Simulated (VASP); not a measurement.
Here is a VASP 6.6.1 calculation.

File INCAR:

```
PREC     = Accurate       # precision mode
ENCUT    = 520            # plane-wave cutoff, eV
EDIFF    = 1E-6           # SCF threshold, eV
ISMEAR   = -1             # smearing method
SIGMA    = 0.05           # smearing width, eV
LREAL    = False          # projectors in reciprocal space
LASPH    = True           # aspherical terms in the spheres
NELM     = 150            # most SCF steps
ALGO     = Normal         # electronic algorithm
ISIF     = 2              # what is computed and relaxed
LWAVE    = False          # write WAVECAR
LCHARG   = True           # write CHGCAR
ISPIN    = 2              # spin polarisation
MAGMOM   = 0 0            # initial moments
LORBIT   = 11             # projections on sites
NUPDOWN  = 0.0            # fixed moment
LMAXMIX  = 4              # l up to which the mixer works
GGA      = PS             # functional
LELF     = True           # ELF
LVHAR    = True         
NBANDS   = 18             # bands
```

KPOINTS

```
Automatic mesh
0
Gamma
  8 8 7
```

POSCAR

```
AlNi
1.0
    1.9386940000     -1.9531901500      0.0000000000
    1.9386940000      1.9531901500      0.0000000000
    0.0000000000      0.0000000000      3.0994300413
Ni Al
1 1
Direct
    0.5000000000      0.5000000000      0.5000000000
    0.0000000000      0.0000000000      0.0000000000
```

Potentials or basis: VASP PAW PBE potentials, release 64 (Ni, Al).

Run with:

```console
$ cat potpaw_PBE.64/Ni/POTCAR potpaw_PBE.64/Al/POTCAR > POTCAR
$ mpirun -np 1 vasp_std > vasp.out
```

Task: Predict the pressure.

Result: 0.5 GPa.

Stress tensor (GPa, compression positive):
```
 2.97  0.00  0.00
 0.00  1.35  0.00
 0.00  0.00 -2.75
```

Caveat: the PAW data sets were made with another functional, which shifts forces and pressure a little; the total moment is fixed, so each spin has its own Fermi level.
